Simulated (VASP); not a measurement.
# Te2Mo (P6_3/mmc) in VASP: notebook

Runs on Te2Mo. Level: PBE. Tasks: single point.

Program: VASP 6.6.1. These are calculated values, not measurements. Logs are shortened: lines on timing, memory, paths and dates and some standing lists are left out, and cuts for length are marked.

## 1. The cell of the first run

It takes space group P6_3/mmc (No. 194, hexagonal). Conventional cell: a = 3.518 Å, b = 3.518 Å, c = 13.974 Å, α = 90.00°, β = 90.00°, γ = 120.00°. Te (site symmetry 3m) has 3 Mo at 2.72 Å and 7 Te at 3.52 to 3.61 Å within 3.7 Å. Mo (site symmetry -6m2) has 6 Te at 2.72 Å and 6 Mo at 3.52 Å within 3.6 Å.

## 2. Single point, PBE

INCAR

```
SYSTEM = Te2Mo
PREC = Accurate ; ENCUT = 520
EDIFF = 1E-6 ; ISMEAR = -1
SIGMA = 0.1 ; LREAL = .FALSE.
LASPH = .TRUE. ; NELM = 100
ALGO = Normal ; ISIF = 2
LWAVE = .FALSE. ; LCHARG = .TRUE.
GGA = PE ; LELF = .TRUE.
LVHAR = .TRUE. ; NBANDS = 35
```

KPOINTS

```
regular mesh
0
G
  3 3 1
  0 0 0
```

POSCAR

```
Te2Mo
1.0
    3.5182000000      0.0000000000      0.0000000000
   -1.7591000000      3.0468505800      0.0000000000
    0.0000000000      0.0000000000     13.9736000000
Te Mo
4 2
Direct
    0.3333333333      0.6666666667      0.6210000000
    0.6666666667      0.3333333333      0.1210000000
    0.3333333333      0.6666666667      0.8790000000
    0.6666666667      0.3333333333      0.3790000000
    0.3333333333      0.6666666667      0.2500000000
    0.6666666667      0.3333333333      0.7500000000
```

Potentials or basis: VASP PAW PBE potentials, release 64 (Te, Mo_sv).

On the command line:

```bash
cat potpaw_PBE.64/Te/POTCAR potpaw_PBE.64/Mo_sv/POTCAR > POTCAR
mpirun -np 1 vasp_std > vasp.out
```

OUTCAR:

```text
SYSTEM = Te2Mo
   PREC = Accurate
   ENCUT = 520
   EDIFF = 1E-6
   ISMEAR = -1
   LREAL = .FALSE.
   LASPH = .TRUE.
   NELM = 100
   ISIF = 2
   GGA = PE

 ion  position               nearest neighbor table
   1  0.333  0.667  0.621-   6 2.72   6 2.72   6 2.72   3 3.61
   2  0.667  0.333  0.121-   5 2.72   5 2.72   5 2.72   4 3.61
   3  0.333  0.667  0.879-   6 2.72   6 2.72   6 2.72   1 3.61
   4  0.667  0.333  0.379-   5 2.72   5 2.72   5 2.72   2 3.61
   5  0.333  0.667  0.250-   2 2.72   4 2.72   2 2.72   4 2.72   2 2.72   4 2.72
   6  0.667  0.333  0.750-   1 2.72   3 2.72   1 2.72   3 2.72   1 2.72   3 2.72

  LATTYP: Found a hexagonal cell.
 ALAT       =     3.5182000000
 C/A-ratio  =     3.9718037633

  Lattice vectors:

 A1 = (   3.5182000000,   0.0000000000,   0.0000000000)
 A2 = (  -1.7591000000,   3.0468505800,   0.0000000000)
 A3 = (   0.0000000000,   0.0000000000,  13.9736000000)

Analysis of symmetry for initial positions (statically):
=====================================================================
 Subroutine PRICEL returns:
 Original cell was already a primitive cell.

 Routine SETGRP: Setting up the symmetry group for a
 hexagonal supercell.

 Subroutine GETGRP returns: Found 24 space group operations
 (whereof 12 operations were pure point group operations)
 out of a pool of 24 trial point group operations.

The static configuration has the point symmetry D_3d.
 The point group associated with its full space group is D_6h.

Analysis of symmetry for dynamics (positions and initial velocities):
=====================================================================
 Subroutine PRICEL returns:
 Original cell was already a primitive cell.

 Routine SETGRP: Setting up the symmetry group for a
 hexagonal supercell.

 Subroutine GETGRP returns: Found 24 space group operations
 (whereof 12 operations were pure point group operations)
 out of a pool of 24 trial point group operations.

The dynamic configuration has the point symmetry D_3d.
 The point group associated with its full space group is D_6h.

 Subroutine INISYM returns: Found 24 space group operations
 (whereof 12 operations are pure point group operations),
 and found     1 'primitive' translations

----------------------------------------------------------------------------------------

                                     Primitive cell

  volume of cell :     149.7890

  direct lattice vectors                    reciprocal lattice vectors
     3.518200000  0.000000000  0.000000000     0.284236257  0.164103879  0.000000000
    -1.759100000  3.046850580  0.000000000     0.000000000  0.328207759  0.000000000
     0.000000000  0.000000000 13.973600000     0.000000000  0.000000000  0.071563520

  length of vectors
     3.518200000  3.518200004 13.973600000     0.328207759  0.328207759  0.071563520

  position of ions in fractional coordinates (direct lattice)
     0.333333333  0.666666667  0.621000000
     0.666666667  0.333333333  0.121000000
     0.333333333  0.666666667  0.879000000
     0.666666667  0.333333333  0.379000000
     0.333333333  0.666666667  0.250000000
     0.666666667  0.333333333  0.750000000

  ion indices of the primitive-cell ions
   primitive index   ion index
                 1           1
                 2           2
                 3           3
                 4           4
                 5           5
                 6           6

----------------------------------------------------------------------------------------

 KPOINTS: regular mesh

Automatic generation of k-mesh.
 Grid dimensions read from file:
 generate k-points for:    3    3    1

 Generating k-lattice:

  Cartesian coordinates                     Fractional coordinates (reciprocal lattice)
     0.094745419  0.054701293  0.000000000     0.333333333  0.000000000  0.000000000
     0.000000000  0.109402586  0.000000000     0.000000000  0.333333333  0.000000000
     0.000000000  0.000000000  0.071563520     0.000000000  0.000000000  1.000000000

  Length of vectors
     0.109402586  0.109402586  0.071563520

  Shift w.r.t. Gamma in fractional coordinates (k-lattice)
     0.000000000  0.000000000  0.000000000

 Subroutine IBZKPT returns following result:
 ===========================================

 Found      3 irreducible k-points:

 Following reciprocal coordinates:
            Coordinates               Weight
  0.000000  0.000000  0.000000      1.000000
  0.333333  0.000000  0.000000      6.000000
  0.333333  0.333333  0.000000      2.000000
   k-points           NKPTS =      3   k-points in BZ     NKDIM =      3   number of bands    NBANDS=     35
   number of dos      NEDOS =    301   number of ions     NIONS =      6
   total plane-waves  NPLWV =  84672
   dimension x,y,z NGX =    28 NGY =   28 NGZ =  108
   dimension x,y,z NGXF=    56 NGYF=   56 NGZF=  216
   ions per type =               4   2
   NGX,Y,Z   is equivalent  to a cutoff of  13.23, 13.23, 12.85 a.u.
   NGXF,Y,Z  is equivalent  to a cutoff of  26.46, 26.46, 25.70 a.u.
 SYSTEM =  Te2Mo
   PREC   = accura    normal or accurate (medium, high low for compatibility)
   ISTART =      0    job   : 0-new  1-cont  2-samecut
   ICHARG =      2    charge: 1-file 2-atom 10-const
   ISPIN  =      1    spin polarized calculation?
   LNONCOLLINEAR =      F non collinear calculations
   LSORBIT =      F    spin-orbit coupling
   LASPH  =      T    aspherical Exc in radial PAW
   ENCUT  =  520.0 eV  38.22 Ry    6.18 a.u.   6.54  6.54 25.98*2*pi/ulx,y,z
   NELM   =    100;   NELMIN=  2; NELMDL= -5     # of ELM steps
   EDIFF  = 0.1E-05   stopping-criterion for ELM
   LREAL  =      F    real-space projection
   EDIFFG = 0.1E-04   stopping-criterion for IOM
   NSW    =      0    number of steps for IOM
   IBRION =     -1    ionic relax: 0-MD 1-quasi-New 2-CG
   NFREE  =      0    steps in history (QN), initial steepest desc. (CG)
   ISIF   =      2    stress and relaxation
   ISYM   =      2    0-nonsym 1-usesym 2-fastsym
   POTIM  = 0.5000    time-step for ionic-motion
   TEBEG  =    0.0;   TEEND  =   0.0 temperature during run
   PSTRESS=    0.0 pullay stress
   NELECT =      52.0000    total number of electrons
   NUPDOWN=      -1.0000    fix difference up-down
   EMIN   =  10.00;   EMAX   =-10.00  energy-range for DOS
   EFERMI =   0.00;   METHOD = LEGACY
   ISMEAR =    -1;   SIGMA  =   0.10  broadening in eV -4-tet -1-fermi 0-gaus
   EFERMI_NEDOS =   21; number of points for ismear=-14 and -15
   IALGO  =     38    algorithm
   IMIX   =      4    mixing-type and parameters
     AMIX     =   0.40;   BMIX     =  1.00
     AMIX_MAG =   1.60;   BMIX_MAG =  1.00
  volume/ion in A,a.u.               =      24.96       168.47
  Fermi-wavevector in a.u.,A,eV,Ry     =   1.150578  2.174277 18.011787  1.323829
  Thomas-Fermi vector in A             =   2.287241
   LORBIT       =      0    0 simple, 1 ext, 2 COOP (PROOUT), +10 PAW based schemes
   GGA     = PE    functional components
   LHFCALC =     F    Hartree Fock is set to
   AEXX    =    0.0000 exact exchange contribution
   IVDW    =     0    specifies the selected vdW correction
   LEPSILON=     F    determine dielectric tensor
   LRPA    =     F    only Hartree local field effects (RPA)
 non-spin polarized calculation
  energy-cutoff  :      520.00
  volume of cell :      149.79
 maximum number of plane-waves:      4095
 NGX is ok and might be reduce to    28
   NGX = 13   NGY = 13   NGZ = 51

 number of electron      51.9999997 magnetization

 Free energy of the ion-electron system (eV)
  ---------------------------------------------------
  ext. energy  EPLUGINS =         0.00000000
  ---------------------------------------------------
  free energy    TOTEN  =       -36.12787368 eV

  energy without entropy =      -36.11978883  energy(sigma->0) =      -36.12383125

 E-fermi :   8.6860     XC(G=0): -10.4425

 val. band max:        8.2235962825   @ k =   0.3333   0.3333   0.0000
 cond. band min:       9.2228808918   @ k =   0.3333   0.3333   0.0000
 fundamental gap:      0.9992846092
 Fermi energy:         8.6859865813

 k-point     1 :       0.0000    0.0000    0.0000
  band No.  band energies     occupation
      1     -52.4713      2.00000
      2     -52.4713      2.00000
      3     -26.7221      2.00000
      4     -26.7221      2.00000
      5     -26.4875      2.00000
      6     -26.4875      2.00000
[... 27 lines left out ...]
     34      11.5606      0.00000
     35      13.8954      0.00000

 k-point     2 :       0.3333    0.0000    0.0000
  band No.  band energies     occupation
      1     -52.4639      2.00000
      2     -52.4639      2.00000
      3     -26.7001      2.00000
      4     -26.7001      2.00000
      5     -26.5862      2.00000
      6     -26.5862      2.00000
[... 27 lines left out ...]
     34      11.9462      0.00000
     35      13.1721      0.00000

 k-point     3 :       0.3333    0.3333    0.0000
  band No.  band energies     occupation
      1     -52.4602      2.00000
      2     -52.4602      2.00000
      3     -26.6891      2.00000
      4     -26.6891      2.00000
      5     -26.5874      2.00000
      6     -26.5874      2.00000
[... 27 lines left out ...]
     34      12.0876      0.00000
     35      12.4045      0.00000

------------------------ aborting loop because EDIFF is reached ----------------------------------------

  FORCE on cell =-STRESS in cart. coord.  units (eV):
  Direction    XX          YY          ZZ          XY          YZ          ZX
  --------------------------------------------------------------------------------------
  -------------------------------------------------------------------------------------
  Total        2.2215075      2.2215076      2.7153883      0.0000000      0.0000000     -0.0000000
  in kB       23.7617481     23.7617481     29.0444080      0.0000000      0.0000000     -0.0000000
  external PRESSURE =      25.5226347 kB  Pullay stress =       0.0000000 kB

 VOLUME and BASIS-vectors are now :
 -----------------------------------------------------------------------------
  energy-cutoff  :      520.00
  volume of cell :      149.79
      direct lattice vectors                 reciprocal lattice vectors
     3.518200000  0.000000000  0.000000000     0.284236257  0.164103879  0.000000000
    -1.759100000  3.046850580  0.000000000     0.000000000  0.328207759  0.000000000
     0.000000000  0.000000000 13.973600000     0.000000000  0.000000000  0.071563520

 POSITION                                       TOTAL-FORCE (eV/Angst)
 -----------------------------------------------------------------------------------
     -0.00000      2.03123      8.67761         0.000000     -0.000000      0.104350
      1.75910      1.01562      1.69081        -0.000000      0.000000      0.104350
     -0.00000      2.03123     12.28279         0.000000     -0.000000     -0.104350
      1.75910      1.01562      5.29599        -0.000000     -0.000000     -0.104350
     -0.00000      2.03123      3.49340        -0.000000      0.000000      0.000000
      1.75910      1.01562     10.48020         0.000000     -0.000000      0.000000
 -----------------------------------------------------------------------------------
    total drift:                               -0.000000      0.000000     -0.000000

  FREE ENERGIE OF THE ION-ELECTRON SYSTEM (eV)
  ---------------------------------------------------
  free  energy   TOTEN  =       -36.1278736752 eV

  energy  without entropy=      -36.1197888273  energy(sigma->0) =      -36.12383125
```

Wall time 58 s (1 thread of Intel Xeon 8259CL, shared host); peak memory 0.26 GiB.

What came out:

* Free energy: -36.1279 eV
* Pressure: 2.6 GPa
* Largest force: 0.104 eV/Å
* Band gap on the k mesh: 1.00 eV

Forces in eV/Å, atoms in the order of the input:
```
Te   0.000  0.000  0.104
Te   0.000  0.000  0.104
Te   0.000  0.000 -0.104
Te   0.000  0.000 -0.104
Mo   0.000  0.000  0.000
Mo   0.000  0.000  0.000
```

Stress tensor (GPa, compression positive):
```
2.38 0.00 0.00
0.00 2.38 0.00
0.00 0.00 2.90
```

Caveat: the k points lie up to 0.69 Å⁻¹ apart; spin-orbit coupling is left out, which moves the levels of the heavy elements; this functional lacks dispersion, which binds layers or chains, so the pressure and a relaxed spacing across them are unreliable.

(Continued in part 2 of 2.)
